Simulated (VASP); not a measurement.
# SiO2 (P6_322) in VASP: notebook, part 2 of 2

VASP 6.6.1.

**3. Single point, r2SCAN**

This run uses another cell than the first one, of 15.68 Å³/atom, 0.948 times its volume.

Contents of POSCAR:

```
SiO2
1.0
    5.0360754339      0.0000000000      0.0000000000
   -2.5180377169      4.3613692611      0.0000000000
    0.0000000000      0.0000000000      8.5650778597
Si O
4 8
Direct
    0.6666666667      0.3333333333      0.9370460698
    0.6666666667      0.3333333333      0.5629539302
    0.3333333333      0.6666666667      0.0629539302
    0.3333333333      0.6666666667      0.4370460698
    0.0000000000      0.4133082251      0.0000000000
    0.4133082251      0.4133082251      0.5000000000
    0.5866917749      0.0000000000      0.5000000000
    0.5866917749      0.5866917749      0.0000000000
    1.0000000000      0.5866917749      0.5000000000
    0.6666666667      0.3333333333      0.7500000000
    0.3333333333      0.6666666667      0.2500000000
    0.4133082251      0.0000000000      0.0000000000
```

Contents of INCAR.step1:

```
SYSTEM = SiO2
PREC     = Accurate       ! precision mode
ENCUT    = 520            ! plane-wave cutoff, eV
ISMEAR   = 0              ! smearing method
SIGMA    = 0.05           ! smearing width, eV
LREAL    = .False.        ! projectors in reciprocal space
LASPH    = .True.         ! aspherical terms in the spheres
NELM     = 80             ! most SCF steps
NBANDS   = 44             ! bands
GGA      = PE             ! functional
ALGO     = Normal         ! electronic algorithm
EDIFF    = 1E-4           ! SCF threshold, eV
LWAVE    = .True.         ! write WAVECAR
LCHARG   = .False.        ! write CHGCAR
```

Contents of INCAR.step2:

```
SYSTEM = SiO2
PREC     = Accurate       ! precision mode
ENCUT    = 520            ! plane-wave cutoff, eV
EDIFF    = 1E-6           ! SCF threshold, eV
ISMEAR   = 0              ! smearing method
SIGMA    = 0.05           ! smearing width, eV
LREAL    = .False.        ! projectors in reciprocal space
LASPH    = .True.         ! aspherical terms in the spheres
NELM     = 80             ! most SCF steps
ALGO     = Normal         ! electronic algorithm
ISIF     = 2              ! what is computed and relaxed
LWAVE    = .False.        ! write WAVECAR
LCHARG   = .True.         ! write CHGCAR
METAGGA  = R2SCAN         ! meta-GGA
LMIXTAU  = .True.       
LELF     = .True.         ! ELF
LVHAR    = .True.       
NBANDS   = 44             ! bands
ISTART   = 1
```

Contents of KPOINTS:

```
Automatic mesh
0
Gamma
  6 6 4
  0 0 0
```

Potentials or basis: VASP PAW PBE potentials, release 64 (Si, O).

Command:

```bash
cat potpaw_PBE.64/Si/POTCAR potpaw_PBE.64/O/POTCAR > POTCAR
cp INCAR.step1 INCAR
mpirun -np 1 vasp_std > vasp.out
cp INCAR.step2 INCAR
mpirun -np 1 vasp_std > vasp.out
```

OUTCAR:

```text
SYSTEM = SiO2
   PREC = Accurate
   ENCUT = 520
   EDIFF = 1E-6
   ISMEAR = 0
   LREAL = .False.
   LASPH = .True.
   NELM = 80
   ISIF = 2
   METAGGA = R2SCAN
   ISTART = 1

 ion  position               nearest neighbor table
   1  0.667  0.333  0.937-  10 1.60   5 1.61  12 1.61   8 1.61   3 3.10   3 3.10   3 3.10
   2  0.667  0.333  0.563-  10 1.60   7 1.61   9 1.61   6 1.61   4 3.10   4 3.10   4 3.10
   3  0.333  0.667  0.063-  11 1.60  12 1.61   5 1.61   8 1.61   1 3.10   1 3.10   1 3.10
   4  0.333  0.667  0.437-  11 1.60   9 1.61   7 1.61   6 1.61   2 3.10   2 3.10   2 3.10
   5  0.000  0.413  0.000-   1 1.61   3 1.61
   6  0.413  0.413  0.500-   4 1.61   2 1.61
   7  0.587  0.000  0.500-   2 1.61   4 1.61
   8  0.587  0.587  0.000-   1 1.61   3 1.61
   9  0.000  0.587  0.500-   4 1.61   2 1.61
  10  0.667  0.333  0.750-   1 1.60   2 1.60
  11  0.333  0.667  0.250-   3 1.60   4 1.60
  12  0.413  0.000  0.000-   3 1.61   1 1.61

  LATTYP: Found a hexagonal cell.
 ALAT       =     5.0360754339
 C/A-ratio  =     1.7007445524

[... 212 lines left out ...]
      5     -19.2925      2.00000
      6     -19.2925      2.00000
[... 976 lines left out ...]
     43      10.9819      0.00000
     44      10.9819      0.00000

------------------------ aborting loop because EDIFF is reached ----------------------------------------

  FORCE on cell =-STRESS in cart. coord.  units (eV):
  Direction    XX          YY          ZZ          XY          YZ          ZX
  --------------------------------------------------------------------------------------
  -------------------------------------------------------------------------------------
  Total        0.1912391      0.1912391      0.1395389      0.0000000     -0.0000000      0.0000000
  in kB        1.6286996      1.6286996      1.1883915      0.0000000     -0.0000000      0.0000000
  external PRESSURE =       1.4819302 kB  Pullay stress =       0.0000000 kB

 VOLUME and BASIS-vectors are now :
 -----------------------------------------------------------------------------
  energy-cutoff  :      520.00
  volume of cell :      188.12
      direct lattice vectors                 reciprocal lattice vectors
     5.036075434  0.000000000  0.000000000     0.198567320  0.114642895  0.000000000
    -2.518037717  4.361369261  0.000000000     0.000000000  0.229285791  0.000000000
     0.000000000  0.000000000  8.565077860     0.000000000  0.000000000  0.116753171

 POSITION                                       TOTAL-FORCE (eV/Angst)
 -----------------------------------------------------------------------------------
      2.51804      1.45379      8.02587         0.000000      0.000000     -0.016595
      2.51804      1.45379      4.82174         0.000000      0.000000      0.016595
     -0.00000      2.90758      0.53921         0.000000      0.000000      0.016595
     -0.00000      2.90758      3.74333         0.000000      0.000000     -0.016595
     -1.04073      1.80259      0.00000        -0.000276      0.000478     -0.000000
      1.04073      1.80259      4.28254         0.000276      0.000478     -0.000000
      2.95462      0.00000      4.28254        -0.000552      0.000000     -0.000000
      1.47731      2.55878      0.00000        -0.000276     -0.000478      0.000000
     -1.47731      2.55878      4.28254         0.000276     -0.000478     -0.000000
      2.51804      1.45379      6.42381         0.000000      0.000000     -0.000000
     -0.00000      2.90758      2.14127         0.000000      0.000000     -0.000000
      2.08145      0.00000      0.00000         0.000552      0.000000      0.000000
 -----------------------------------------------------------------------------------
    total drift:                               -0.000001      0.000001     -0.000000

  FREE ENERGIE OF THE ION-ELECTRON SYSTEM (eV)
  ---------------------------------------------------
  free  energy   TOTEN  =      -119.1139249464 eV

  energy  without entropy=     -119.1139249464  energy(sigma->0) =     -119.11392495
```

Wall time 18 min (1 thread of AMD EPYC 7R13, shared host); peak memory 0.38 GiB.

What came out:

```yaml
Free_energy: -119.1139 eV
Pressure: 0.1 GPa
Largest_force: 0.017 eV/Å
Band_gap_on_the_k_mesh: 6.18 eV, indirect (least direct gap 6.24 eV)
```

Forces in eV/Å, atoms in the order of the input:
```
Si   0.000  0.000 -0.017
Si   0.000  0.000  0.017
Si   0.000  0.000  0.017
Si   0.000  0.000 -0.017
O    0.000  0.000  0.000
O    0.000  0.000  0.000
O   -0.001  0.000  0.000
O    0.000  0.000  0.000
O    0.000  0.000  0.000
O    0.000  0.000  0.000
O    0.000  0.000  0.000
O    0.001  0.000  0.000
```

Levels at points of the mesh, in eV from the valence-band top:
```csv
k point,band 28,band 29,band 30,band 31,band 32,band 33,band 34,band 35,band 36,band 37
"(0.00, 0.00, 0.00)",-0.83,-0.83,-0.79,-0.06,-0.06,6.18,8.69,8.79,9.78,10.38
"(0.50, 0.00, 0.00)",-1.23,-0.96,-0.76,-0.65,-0.04,8.54,8.89,9.43,10.05,10.06
"(0.00, 0.00, 0.50)",-0.81,-0.65,-0.65,-0.19,-0.19,6.99,6.99,10.16,10.16,10.40
"(0.50, 0.00, 0.50)",-1.11,-0.75,-0.75,-0.37,-0.37,9.01,9.01,9.15,9.15,10.18
```

Caveat: the PAW data sets were made with another functional, which shifts forces and pressure a little. r2SCAN opens gaps a little over a GGA but as a rule still falls short of measured ones.

**4. Single point, r2SCAN**

This run uses another cell than the first one, of 16.10 Å³/atom, 0.974 times its volume.

Contents of POSCAR:

```
SiO2
1.0
    5.1116165654      0.0000000000      0.0000000000
   -2.5558082827      4.4267898000      0.0000000000
    0.0000000000      0.0000000000      8.5391834743
Si O
4 8
Direct
    0.6666666667      0.3333333333      0.9376337079
    0.6666666667      0.3333333333      0.5623662921
    0.3333333333      0.6666666667      0.0623662921
    0.3333333333      0.6666666667      0.4376337079
    0.0000000000      0.4284244836      0.0000000000
    0.4284244836      0.4284244836      0.5000000000
    0.5715755164      0.0000000000      0.5000000000
    0.5715755164      0.5715755164      0.0000000000
    0.0000000000      0.5715755164      0.5000000000
    0.6666666667      0.3333333333      0.7500000000
    0.3333333333      0.6666666667      0.2500000000
    0.4284244836      0.0000000000      0.0000000000
```

Contents of INCAR.step1:

```
SYSTEM = SiO2
PREC = Accurate
ENCUT = 520
ISMEAR = 0
SIGMA = 0.02
LREAL = .False.
LASPH = .True.
NELM = 60
NBANDS = 44
GGA = PE
ALGO = Normal
EDIFF = 1E-4
LWAVE = .True.
LCHARG = .False.
```

Contents of INCAR.step2:

```
SYSTEM = SiO2
PREC = Accurate
ENCUT = 520
EDIFF = 1E-6
ISMEAR = 0
SIGMA = 0.02
LREAL = .False.
LASPH = .True.
NELM = 60
ALGO = Normal
ISIF = 2
LWAVE = .False.
LCHARG = .True.
METAGGA = R2SCAN
LMIXTAU = .True.
LELF = .True.
LVHAR = .True.
NBANDS = 44
ISTART = 1
```

Contents of KPOINTS:

```
regular mesh
0
Gamma
  6 6 4
  0 0 0
```

Command:

```bash
cat potpaw_PBE.64/Si/POTCAR potpaw_PBE.64/O/POTCAR > POTCAR
cp INCAR.step1 INCAR
mpirun -np 1 vasp_std > vasp.out
cp INCAR.step2 INCAR
mpirun -np 1 vasp_std > vasp.out
```

It took 8.3 min on 1 thread of Oxide Virtual Turin-like, shared host; peak memory 0.38 GiB.

It converged, with:

```
Free energy            : -119.1098 eV
Pressure               : -0.5 GPa
Largest force          : 0.012 eV/Å
Band gap on the k mesh : 6.14 eV, indirect (least direct gap 6.18 eV)
```

Forces in eV/Å, atoms in the order of the input:
```
Si   0.000  0.000 -0.012
Si   0.000  0.000  0.012
Si   0.000  0.000  0.012
Si   0.000  0.000 -0.012
O   -0.001  0.002  0.000
O    0.001  0.002  0.000
O   -0.002  0.000  0.000
O   -0.001 -0.002  0.000
O    0.001 -0.002  0.000
O    0.000  0.000  0.000
O    0.000  0.000  0.000
O    0.002  0.000  0.000
```

Stress tensor (GPa, compression positive):
```
-0.74  0.00  0.00
 0.00 -0.74  0.00
 0.00  0.00  0.10
```

Levels at points of the mesh, in eV from the valence-band top:
| k point | band 28 | band 29 | band 30 | band 31 | band 32 | band 33 | band 34 | band 35 | band 36 | band 37 |
| --- | --- | --- | --- | --- | --- | --- | --- | --- | --- | --- |
| (0.00, 0.00, 0.00) | -0.88 | -0.60 | -0.56 | -0.03 | -0.03 | 6.14 | 8.59 | 8.76 | 9.60 | 10.24 |
| (0.50, 0.00, 0.00) | -1.20 | -0.97 | -0.76 | -0.65 | -0.02 | 8.48 | 8.73 | 9.36 | 10.09 | 10.13 |
| (0.00, 0.00, 0.50) | -0.63 | -0.57 | -0.57 | -0.22 | -0.22 | 6.94 | 6.94 | 10.13 | 10.13 | 10.16 |
| (0.50, 0.00, 0.50) | -1.09 | -0.75 | -0.75 | -0.36 | -0.36 | 8.95 | 8.95 | 9.02 | 9.02 | 10.18 |

Caveat: the PAW data sets were made with another functional, which shifts forces and pressure a little. r2SCAN opens gaps a little over a GGA but as a rule still falls short of measured ones.

**5. Summary**

| cell | smearing | gap on the mesh (eV) | pressure (GPa) | largest force (eV/Å) |
| --- | --- | --- | --- | --- |
| a = 5.187, b = 5.187, c = 8.515 Å, angles 90.0, 90.0, 120.0°, 12 atoms | gaussian 0.02 eV | 6.10 | -1.0 | 0.01 |
| a = 5.036, b = 5.036, c = 8.565 Å, angles 90.0, 90.0, 120.0°, 12 atoms | gaussian 0.05 eV | 6.18 | 0.1 | 0.02 |
| a = 5.112, b = 5.112, c = 8.539 Å, angles 90.0, 90.0, 120.0°, 12 atoms | gaussian 0.02 eV | 6.14 | -0.5 | 0.01 |

Alike in all rows: task single point; level r2SCAN; potentials or basis VASP PAW PBE potentials, release 64 (Si, O); no spin polarisation; k mesh 6 × 6 × 4; cutoff (eV) 520.

Caveats: the PAW data sets were made with another functional, which shifts forces and pressure a little.

Total energies depend on the potentials used, so only differences within one code and one set of settings carry meaning.
